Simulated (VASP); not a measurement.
# BN: single point with PBE

The system is BN.

```
CELL_PARAMETERS angstrom
0.00000 1.70808 1.97580
1.97580 0.00000 1.97580
1.97580 1.70808 0.00000
ATOMIC_POSITIONS crystal
B 0.00000 0.00000 0.00000
N 0.75000 0.75000 0.75000
```

This cell differs from its parent crystal: volume 6.668 Å^3 an atom, c/a of the conventional cell 0.8645.

```yaml
Program: VASP 6.6.1
Task: single point
Functional: PBE
Potentials_or_basis: VASP PAW PBE potentials, release 64 (B, N)
Cutoff: 520 eV
k_mesh: 12 × 12 × 12
Occupations: gaussian, width 0.05 eV
Spin: no spin polarisation
Dipole_correction: no
Further_INCAR_settings: ALGO = Normal; EDIFF = 1e-07; NBANDS = 11
```

The pressure is -34.4 GPa and the band gap on the k mesh is 2.39 eV, indirect (least direct gap 7.05 eV).

Stress tensor (GPa, compression positive):
```
-56.04   0.00   0.00
  0.00   9.00   0.00
  0.00   0.00 -56.04
```

Levels at points of the mesh, in eV from the valence-band top:
| k point | band 2 | band 3 | band 4 | band 5 | band 6 | band 7 |
| --- | --- | --- | --- | --- | --- | --- |
| (0.00, 0.00, 0.00) | -1.06 | -1.06 | 0.00 | 7.05 | 7.60 | 8.03 |
| (0.50, 0.00, 0.00) | -10.28 | -3.28 | -1.57 | 6.51 | 8.65 | 11.06 |
| (0.50, 0.50, 0.00) | -9.49 | -4.33 | -4.30 | 4.45 | 9.02 | 13.89 |
| (0.50, 0.00, 0.50) | -7.49 | -6.10 | -6.10 | 2.39 | 5.70 | 15.48 |

It took 40 s on 1 thread of AMD EPYC 7R13, with other jobs on the host, peak memory 0.11 GiB.

 A k mesh can miss the band edges.
